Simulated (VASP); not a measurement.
Wanted: the native input for a VASP 6.6.1 run.

```
Task                   : single point
Functional             : PBE
Potentials or basis    : VASP PAW PBE potentials, release 64 (Al, Co)
Cutoff                 : 520 eV
k mesh                 : 6 × 6 × 6
Occupations            : gaussian, width 0.2 eV
Spin                   : collinear spin, ferromagnetic start
Starting moments       : [0.0, 0.0, 0.0, 0.0, 3.0] μB
Dipole correction      : no
Further INCAR settings : ALGO = Normal; EDIFF = 1e-07; NBANDS = 22
```

The structure of Al4Co lies in POSCAR:

```
Al4Co
1.0
   -1.7407330540      1.7407330540      6.9287447517
    1.7407330540     -1.7407330540      6.9287447517
    1.7407330540      1.7407330540     -6.9287447517
Al Co
4 1
Direct
    0.7500000000      0.2500000000      0.5000000000
    0.2500000000      0.7500000000      0.5000000000
    0.4084881357      0.4084881357      0.0000000000
    0.5915118643      0.5915118643      0.0000000000
    0.0000000000      0.0000000000      0.0000000000
```

The cell was generated, and may not be a known phase.

The input as run:

INCAR

```
SYSTEM = Al4Co
PREC = Accurate ; ENCUT = 520
EDIFF = 1E-7 ; ISMEAR = 0
SIGMA = 0.2 ; LREAL = .False.
LASPH = .True. ; NELM = 150
ALGO = Normal ; ISIF = 2
LWAVE = .False. ; LCHARG = .True.
ISPIN = 2 ; MAGMOM = 0 0 0 0 3
LORBIT = 11 ; LMAXMIX = 4
GGA = PE ; LELF = .True.
LVHAR = .True. ; NBANDS = 22
```

KPOINTS

```
Automatic mesh
0
Gamma
  6 6 6
  0 0 0
```

Potentials or basis: VASP PAW PBE potentials, release 64 (Al, Co).

Launch:

```console
$ cat potpaw_PBE.64/Al/POTCAR potpaw_PBE.64/Co/POTCAR > POTCAR
$ mpirun -np 1 vasp_std > vasp.out
```

It gave:

```yaml
Pressure: 0.2 GPa
Largest_force: 0.021 eV/Å
Net_moment: 1.09 μB per cell
Site_moments: Al +0.00, -0.00 (each value once); Co +1.19 μB
Valence_electrons_inside_the_program's_atomic_spheres: Al 0.87, 0.75 (each value once); Co 7.93
```

Run time: 8.8 min on 1 thread of Intel(R) Xeon(R) Platinum 8488C (Sapphire Rapids), on a shared host, peak memory 0.57 GiB.
